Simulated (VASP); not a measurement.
# HfN (P6/mmm) in VASP: further runs

HfN is run at these levels: PBE; tasks: single point, relaxation of cell and atoms.

All numbers are computed with VASP 6.6.1; they aren't measurements. Logs are shortened: lines on timing, memory, paths and dates and some standing lists are left out, and cuts for length are marked.

**1. The cell of the first run**

The structure is hexagonal, space group P6/mmm (No. 191). The conventional cell has a = 3.433 Å, b = 3.433 Å, c = 3.970 Å, α = 90.00°, β = 90.00°, γ = 120.00°. Hf (site symmetry 6/mmm) has 2 N at 1.98 Å within 2.6 Å. N (site symmetry 6/mmm) has 2 Hf at 1.98 Å within 2.6 Å.

**2. Single point, PBE**

File INCAR:

```
PREC     = Accurate       # precision mode
ENCUT    = 520            # plane-wave cutoff, eV
EDIFF    = 1E-7           # SCF threshold, eV
ISMEAR   = 0              # smearing method
SIGMA    = 0.1            # smearing width, eV
LREAL    = False          # projectors in reciprocal space
LASPH    = True           # aspherical terms in the spheres
NELM     = 80             # most SCF steps
ALGO     = Normal         # electronic algorithm
ISIF     = 2              # what is computed and relaxed
LWAVE    = False          # write WAVECAR
LCHARG   = False          # write CHGCAR
GGA      = PE             # functional
NBANDS   = 14             # bands
```

File KPOINTS:

```
regular mesh
0
Gamma
  18 18 14
```

File POSCAR:

```
HfN
1.0
    3.4331058635      0.0000000000      0.0000000000
   -1.7165529318      2.9731568917      0.0000000000
    0.0000000000      0.0000000000      3.9695801696
Hf N
1 1
Direct
    0.0000000000      0.0000000000      0.5000000000
    0.0000000000      0.0000000000      0.0000000000
```

Potentials or basis: VASP PAW PBE potentials, release 64 (Hf_pv, N).

On the command line:

```console
> cat potpaw_PBE.64/Hf_pv/POTCAR potpaw_PBE.64/N/POTCAR > POTCAR
> mpirun -np 1 vasp_std > vasp.out
```

OUTCAR:

```text
PREC = Accurate
   ENCUT = 520
   EDIFF = 1E-7
   ISMEAR = 0
   LREAL = False
   LASPH = True
   NELM = 80
   ISIF = 2
   GGA = PE

 ion  position               nearest neighbor table
   1  0.000  0.000  0.500-   2 1.98   2 1.98
   2  0.000  0.000  0.000-   1 1.98   1 1.98

  LATTYP: Found a hexagonal cell.
 ALAT       =     3.4331058635
 C/A-ratio  =     1.1562650053

  Lattice vectors:

 A1 = (   3.4331058635,   0.0000000000,   0.0000000000)
 A2 = (  -1.7165529318,   2.9731568917,   0.0000000000)
 A3 = (   0.0000000000,   0.0000000000,   3.9695801696)

Analysis of symmetry for initial positions (statically):
=====================================================================
 Subroutine PRICEL returns:
 Original cell was already a primitive cell.

 Routine SETGRP: Setting up the symmetry group for a
 hexagonal supercell.

 Subroutine GETGRP returns: Found 24 space group operations
 (whereof 24 operations were pure point group operations)
 out of a pool of 24 trial point group operations.

The static configuration has the point symmetry D_6h.

Analysis of symmetry for dynamics (positions and initial velocities):
=====================================================================
 Subroutine PRICEL returns:
 Original cell was already a primitive cell.

 Routine SETGRP: Setting up the symmetry group for a
 hexagonal supercell.

 Subroutine GETGRP returns: Found 24 space group operations
 (whereof 24 operations were pure point group operations)
 out of a pool of 24 trial point group operations.

The dynamic configuration has the point symmetry D_6h.

 Subroutine INISYM returns: Found 24 space group operations
 (whereof 24 operations are pure point group operations),
 and found     1 'primitive' translations

----------------------------------------------------------------------------------------

                                     Primitive cell

  volume of cell :      40.5181

  direct lattice vectors                    reciprocal lattice vectors
     3.433105863  0.000000000  0.000000000     0.291281434  0.168171415  0.000000000
    -1.716552932  2.973156892  0.000000000     0.000000000  0.336342829  0.000000000
     0.000000000  0.000000000  3.969580170     0.000000000  0.000000000  0.251915809

  length of vectors
     3.433105863  3.433105864  3.969580170     0.336342829  0.336342829  0.251915809

  position of ions in fractional coordinates (direct lattice)
     0.000000000  0.000000000  0.500000000
     0.000000000  0.000000000  0.000000000

  ion indices of the primitive-cell ions
   primitive index   ion index
                 1           1
                 2           2

----------------------------------------------------------------------------------------

 KPOINTS: regular mesh

Automatic generation of k-mesh.
 Grid dimensions read from file:
 generate k-points for:   18   18   14

 Generating k-lattice:

  Cartesian coordinates                     Fractional coordinates (reciprocal lattice)
     0.016182302  0.009342856  0.000000000     0.055555556 -0.000000000  0.000000000
     0.000000000  0.018685713  0.000000000     0.000000000  0.055555556  0.000000000
     0.000000000  0.000000000  0.017993986     0.000000000  0.000000000  0.071428571

  Length of vectors
     0.018685713  0.018685713  0.017993986

  Shift w.r.t. Gamma in fractional coordinates (k-lattice)
     0.000000000  0.000000000  0.000000000

 Subroutine IBZKPT returns following result:
 ===========================================

 Found    296 irreducible k-points:

 Following reciprocal coordinates:
            Coordinates               Weight
  0.000000  0.000000  0.000000      1.000000
  0.055556  0.000000  0.000000      6.000000
  0.111111  0.000000  0.000000      6.000000
  0.166667  0.000000  0.000000      6.000000
  0.222222  0.000000  0.000000      6.000000
  0.277778 -0.000000  0.000000      6.000000
[... 16 lines left out ...]
  0.333333  0.111111  0.000000     12.000000
  0.388889  0.111111  0.000000     12.000000
 [... further k-points ...]
   k-points           NKPTS =    296   k-points in BZ     NKDIM =    296   number of bands    NBANDS=     14
   number of dos      NEDOS =    301   number of ions     NIONS =      2
   total plane-waves  NPLWV =  23520
   dimension x,y,z NGX =    28 NGY =   28 NGZ =   30
   dimension x,y,z NGXF=    56 NGYF=   56 NGZF=   60
   ions per type =               1   1
   NGX,Y,Z   is equivalent  to a cutoff of  13.56, 13.56, 12.56 a.u.
   NGXF,Y,Z  is equivalent  to a cutoff of  27.12, 27.12, 25.13 a.u.
 SYSTEM =  unknown system
   PREC   = accura    normal or accurate (medium, high low for compatibility)
   ISTART =      0    job   : 0-new  1-cont  2-samecut
   ICHARG =      2    charge: 1-file 2-atom 10-const
   ISPIN  =      1    spin polarized calculation?
   LNONCOLLINEAR =      F non collinear calculations
   LSORBIT =      F    spin-orbit coupling
   LASPH  =      T    aspherical Exc in radial PAW
   ENCUT  =  520.0 eV  38.22 Ry    6.18 a.u.   6.38  6.38  7.38*2*pi/ulx,y,z
   NELM   =     80;   NELMIN=  2; NELMDL= -5     # of ELM steps
   EDIFF  = 0.1E-06   stopping-criterion for ELM
   LREAL  =      F    real-space projection
   EDIFFG = 0.1E-05   stopping-criterion for IOM
   NSW    =      0    number of steps for IOM
   IBRION =     -1    ionic relax: 0-MD 1-quasi-New 2-CG
   NFREE  =      0    steps in history (QN), initial steepest desc. (CG)
   ISIF   =      2    stress and relaxation
   ISYM   =      2    0-nonsym 1-usesym 2-fastsym
   POTIM  = 0.5000    time-step for ionic-motion
   TEBEG  =    0.0;   TEEND  =   0.0 temperature during run
   PSTRESS=    0.0 pullay stress
   NELECT =      15.0000    total number of electrons
   NUPDOWN=      -1.0000    fix difference up-down
   EMIN   =  10.00;   EMAX   =-10.00  energy-range for DOS
   EFERMI =   0.00;   METHOD = LEGACY
   ISMEAR =     0;   SIGMA  =   0.10  broadening in eV -4-tet -1-fermi 0-gaus
   EFERMI_NEDOS =   21; number of points for ismear=-14 and -15
   IALGO  =     38    algorithm
   IMIX   =      4    mixing-type and parameters
     AMIX     =   0.40;   BMIX     =  1.00
     AMIX_MAG =   1.60;   BMIX_MAG =  1.00
  volume/ion in A,a.u.               =      20.26       136.71
  Fermi-wavevector in a.u.,A,eV,Ry     =   1.175498  2.221370 18.800483  1.381797
  Thomas-Fermi vector in A             =   2.311878
   LORBIT       =      0    0 simple, 1 ext, 2 COOP (PROOUT), +10 PAW based schemes
   GGA     = PE    functional components
   LHFCALC =     F    Hartree Fock is set to
   AEXX    =    0.0000 exact exchange contribution
   IVDW    =     0    specifies the selected vdW correction
   LEPSILON=     F    determine dielectric tensor
   LRPA    =     F    only Hartree local field effects (RPA)
 non-spin polarized calculation
 Gauss-broadening in eV      SIGMA  =   0.10
  energy-cutoff  :      520.00
  volume of cell :       40.52
 maximum number of plane-waves:      1119
 NGX is ok and might be reduce to    28
   NGX = 13   NGY = 13   NGZ = 15

 number of electron      15.0000000 magnetization

 Free energy of the ion-electron system (eV)
  ---------------------------------------------------
  ext. energy  EPLUGINS =         0.00000000
  ---------------------------------------------------
  free energy    TOTEN  =       -17.09163757 eV

  energy without entropy =      -17.08194403  energy(sigma->0) =      -17.08679080

 E-fermi :   1.7162     XC(G=0):  -9.7283

 val. band max:        1.7149975539   @ k =   0.0556   0.0000   0.0000
 cond. band min:       1.7227480214   @ k =   0.4444   0.0556   0.0000
 fundamental gap:      0.0077504675
 Fermi energy:         1.7161601898

 k-point     1 :       0.0000    0.0000    0.0000
  band No.  band energies     occupation
      1     -28.5685      2.00000
      2     -28.5685      2.00000
      3     -28.3926      2.00000
      4     -11.6106      2.00000
      5      -1.6851      2.00000
      6       1.7081      1.09071
      7       2.1215      0.00000
      8       2.1215      0.00000
      9       3.6130      0.00000
     10       3.6130      0.00000
     11       6.0102      0.00000
     12       6.0102      0.00000
     13      10.6176      0.00000
     14      11.4383      0.00000

 k-point     2 :       0.0556    0.0000    0.0000
  band No.  band energies     occupation
      1     -28.5767      2.00000
      2     -28.5705      2.00000
      3     -28.3916      2.00000
      4     -11.5980      2.00000
      5      -1.6255      2.00000
      6       1.7150      1.01312
      7       2.0813      0.00000
      8       2.1025      0.00000
      9       3.5420      0.00000
     10       3.6884      0.00000
     11       5.8820      0.00000
     12       5.9917      0.00000
     13      10.8046      0.00000
     14      11.4792      0.00000

 k-point     3 :       0.1111    0.0000    0.0000
  band No.  band energies     occupation
      1     -28.6003      2.00000
      2     -28.5762      2.00000
      3     -28.3886      2.00000
      4     -11.5616      2.00000
      5      -1.4563      2.00000
      6       1.7358      0.78170
      7       1.9663      0.00040
      8       2.0521      0.00000
      9       3.3658      0.00000
     10       3.9071      0.00000
     11       5.5536      0.00000
     12       5.9393      0.00000
     13      11.3036      0.00000
     14      11.5768      0.00000
[... 324 lines left out ...]
 k-point    23 :       0.3333    0.1111    0.0000
  band No.  band energies     occupation
      1     -28.7975      2.00000
      2     -28.6435      2.00000
      3     -28.3617      2.00000
      4     -11.2135      2.00000
      5      -0.4535      2.00000
      6       0.7880      2.00000
      7       1.9005      0.00913
      8       2.0524      0.00000
      9       3.6510      0.00000
     10       4.0298      0.00000
     11       5.2754      0.00000
     12       6.9043      0.00000
     13       9.6398      0.00000
     14      13.0672      0.00000

 k-point    24 :       0.3889    0.1111    0.0000
  band No.  band energies     occupation
      1     -28.8170      2.00000
      2     -28.6505      2.00000
      3     -28.3590      2.00000
      4     -11.1765      2.00000
      5      -0.4286      2.00000
      6       0.6305      2.00000
      7       1.8747      0.02494
      8       2.1144      0.00000
      9       3.4762      0.00000
     10       4.7277      0.00000
     11       5.2109      0.00000
     12       7.4469      0.00000
     13       8.6080      0.00000
     14      12.9044      0.00000

 [... further k-points ...]
[... 5 lines left out ...]
  --------------------------------------------------------------------------------------
  -------------------------------------------------------------------------------------
  Total       -0.0260047     -0.0260047      0.1158177      0.0000000      0.0000000      0.0000000
  in kB       -1.0282816     -1.0282816      4.5796878      0.0000000      0.0000000      0.0000000
  external PRESSURE =       0.8410415 kB  Pullay stress =       0.0000000 kB

 VOLUME and BASIS-vectors are now :
 -----------------------------------------------------------------------------
  energy-cutoff  :      520.00
  volume of cell :       40.52
      direct lattice vectors                 reciprocal lattice vectors
     3.433105863  0.000000000  0.000000000     0.291281434  0.168171415  0.000000000
    -1.716552932  2.973156892  0.000000000     0.000000000  0.336342829  0.000000000
     0.000000000  0.000000000  3.969580170     0.000000000  0.000000000  0.251915809

 POSITION                                       TOTAL-FORCE (eV/Angst)
 -----------------------------------------------------------------------------------
      0.00000      0.00000      1.98479        -0.000000      0.000000      0.000000
      0.00000      0.00000      0.00000         0.000000      0.000000      0.000000
 -----------------------------------------------------------------------------------
    total drift:                               -0.000000      0.000000      0.000000

  FREE ENERGIE OF THE ION-ELECTRON SYSTEM (eV)
  ---------------------------------------------------
  free  energy   TOTEN  =       -17.0916375723 eV

  energy  without entropy=      -17.0819440335  energy(sigma->0) =      -17.08679080
```

Wall time 72 s (1 thread of Intel Xeon 6975P-C (Granite Rapids), shared host); peak memory 0.3 GiB.

What came out:

```yaml
Free_energy: -17.0916 eV
Pressure: 0.1 GPa
```

Stress tensor (GPa, compression positive):
```
-0.10  0.00  0.00
 0.00 -0.10  0.00
 0.00  0.00  0.46
```

Caveat: spin-orbit coupling is left out, which moves the levels of the heavy elements.

**3. Relaxation of cell and atoms, PBE**

This run uses another cell than the first one, of 20.22 Å³/atom, 0.998 times its volume.

File INCAR:

```
ALGO     = Normal         # electronic algorithm
EDIFF    = 1E-7           # SCF threshold, eV
EDIFFG   = -0.01          # ionic threshold
ENCUT    = 600            # plane-wave cutoff, eV
GGA      = PE             # functional
IBRION   = 2              # ionic algorithm
ISIF     = 3              # what is computed and relaxed
ISMEAR   = 0              # smearing method
LASPH    = T              # aspherical terms in the spheres
LCHARG   = F              # write CHGCAR
LREAL    = F              # projectors in reciprocal space
LWAVE    = F              # write WAVECAR
NELM     = 80             # most SCF steps
NSW      = 100            # ionic steps
PREC     = Accurate       # precision mode
SIGMA    = 0.1            # smearing width, eV
```

File KPOINTS:

```
k-points
0
Gamma
  18 18 14
```

File POSCAR:

```
HfN
1.0
    3.4303216692      0.0000000000      0.0000000000
   -1.7151608346      2.9707457087      0.0000000000
    0.0000000000      0.0000000000      3.9674734634
Hf N
1 1
Direct
    0.0000000000      0.0000000000      0.5000000000
    0.0000000000      0.0000000000      0.0000000000
```

Potentials or basis: VASP PAW PBE potentials, release 64 (Hf_pv, N).

On the command line:

```console
> cat potpaw_PBE.64/Hf_pv/POTCAR potpaw_PBE.64/N/POTCAR > POTCAR
> mpirun -np 1 vasp_std > vasp.out
```

Run time: 2.3 min. Hardware: 1 thread of Intel Xeon 6975P-C (Granite Rapids), shared host; peak memory 0.32 GiB.

Results (log left out):

```yaml
Free_energy: -17.0932 eV
Relaxed_volume: 20.22 Å³/atom
Relaxed_cell: a = 3.428 Å, b = 3.428 Å, c = 3.974 Å, α = 90.00°, β = 90.00°, γ = 120.00°
Space_group_after_relaxing_to_0.05_Å: P6/mmm (No. 191)
Energy_gained_by_relaxing: 0.1 meV/atom
Ionic_steps: 4
Pressure_after_relaxing: 0.0 GPa
```

Step by step:
```csv
step,energy change (eV),largest force (eV/Å),pressure (GPa),volume (Å³)
1,0.0000,0.0000,0.20,40.43
2,0.0003,0.0000,-0.56,40.58
3,-0.0001,0.0000,-0.07,40.48
4,-0.0002,0.0000,-0.04,40.44
```

Final structure:
```xyz
2
Lattice="3.4280 0.0000 0.0000 -1.7140 2.9687 0.0000 0.0000 0.0000 3.9740" Properties=species:S:1:pos:R:3 pbc="T T T"
Hf    3.4280    0.0000    1.9870
N     0.0000    0.0000    0.0000
```

Levels at points of the mesh, in eV from the Fermi level:
| k point | band 5 | band 6 | band 7 | band 8 | band 9 | band 10 | band 11 |
| --- | --- | --- | --- | --- | --- | --- | --- |
| (0.00, 0.00, 0.00) | -3.41 | -0.02 | 0.42 | 0.42 | 1.90 | 1.90 | 4.31 |
| (0.50, 0.00, 0.00) | -2.20 | -1.13 | -0.03 | 0.41 | 1.59 | 3.74 | 4.18 |
| (0.00, 0.00, 0.50) | -4.83 | -2.91 | -1.00 | -1.00 | 2.02 | 2.02 | 5.19 |
| (0.50, 0.00, 0.50) | -4.28 | -3.42 | -1.49 | -0.87 | 2.65 | 5.31 | 6.20 |

Caveat: spin-orbit coupling is left out, which moves the levels of the heavy elements.
